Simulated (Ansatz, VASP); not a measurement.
## CuAu in VASP and in Ansatz

Contents of INCAR:

```
ALGO = Fast ; EDIFF = 1E-7
ENCUT = 520 ; GGA = PS
ISIF = 2 ; ISMEAR = 0
LASPH = True ; LCHARG = False
LREAL = False ; LWAVE = False
NBANDS = 18 ; NELM = 100
PREC = Accurate ; SIGMA = 0.15
```

The input KPOINTS:

```
k-points
0
Gamma
  18 18 14
```

File POSCAR:

```
CuAu
1.0
    2.8420000000      0.0000000000      0.0000000000
    0.0000000000      2.8420000000      0.0000000000
    0.0000000000      0.0000000000      3.6700000000
Cu Au
1 1
Direct
    0.5000000000      0.5000000000      0.5000000000
    0.0000000000      0.0000000000      0.0000000000
```

Input for Ansatz:

```yaml
crystal:
  lattice:
    - [2.842, 0.0, 0.0]
    - [0.0, 2.842, 0.0]
    - [0.0, 0.0, 3.67]
  atoms:
    - { symbol: Cu, position: [0.5, 0.5, 0.5] }
    - { symbol: Au, position: [0.0, 0.0, 0.0] }
basis:
  ecutwfc: 420
kpoints:
  mp_grid: { grid: [18, 18, 14] }
hamiltonian:
  xc: pbesol
scf:
  occupations: { method: gaussian, width: 0.15 }
output:
  forces: true
  stress: true
  eigenvalues: true
```

Change from the starting cell: strain +0.015 along x and y, +0.000 along z, atoms carried along.

Alike in both runs: task single point; functional PBEsol; k mesh 18 × 18 × 14; occupations gaussian, width 0.15 eV; no spin polarisation.

|  | VASP | Ansatz |
| --- | --- | --- |
| version | VASP 6.6.1 | Ansatz 0.2.0 |
| potentials or method | VASP PAW PBE potentials, release 64 (Cu, Au), cutoff 520 eV | scalar-relativistic, plane waves, PAW |
| valence electrons in the cell | 22 | 38 |

```csv
,VASP,Ansatz,Ansatz less VASP
gap on the k mesh at the Fermi level (eV),none,none,-
pressure (GPa),-6.3,-6.4,-0.10
"traceless stress, the component that is largest in VASP (GPa)",-0.09,-0.12,-0.040
```

VASP's potentials were made for PBE, not for PBEsol. A gap of «none» marks a metal or a gap that the smearing closes. VASP's potentials hold 22 valence electrons a cell and Ansatz's 38, so a difference there can come from the potentials and not from the codes.

Neither program's run includes spin-orbit coupling.
